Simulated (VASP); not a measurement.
A run of VASP 6.6.1 is set up as follows.

The input INCAR:

```
PREC     = Accurate       # precision mode
ENCUT    = 500            # plane-wave cutoff, eV
EDIFF    = 1E-6           # SCF threshold, eV
ISMEAR   = 1              # smearing method
SIGMA    = 0.05           # smearing width, eV
LREAL    = False          # projectors in reciprocal space
LASPH    = True           # aspherical terms in the spheres
NELM     = 120            # most SCF steps
ALGO     = Normal         # electronic algorithm
ISIF     = 2              # what is computed and relaxed
LWAVE    = False          # write WAVECAR
LCHARG   = False          # write CHGCAR
GGA      = PE             # functional
NBANDS   = 10             # bands
GGA_COMPAT= False
```

The input KPOINTS:

```
regular mesh
0
Gamma
  8 8 8
```

File POSCAR:

```
Na
1.0
   -2.1898343297      2.1898343297      2.1898343297
    2.1898343297     -2.1898343297      2.1898343297
    2.1898343297      2.1898343297     -2.1898343297
Na
1
Direct
    0.0000000000      0.0000000000      0.0000000000
```

Potentials or basis: VASP PAW PBE potentials, release 64 (Na_pv).

The run is started by

```bash
$ cat potpaw_PBE.64/Na_pv/POTCAR > POTCAR
$ mpirun -np 1 vasp_std > vasp.out
```

Predict the pressure.

-0.8 GPa.
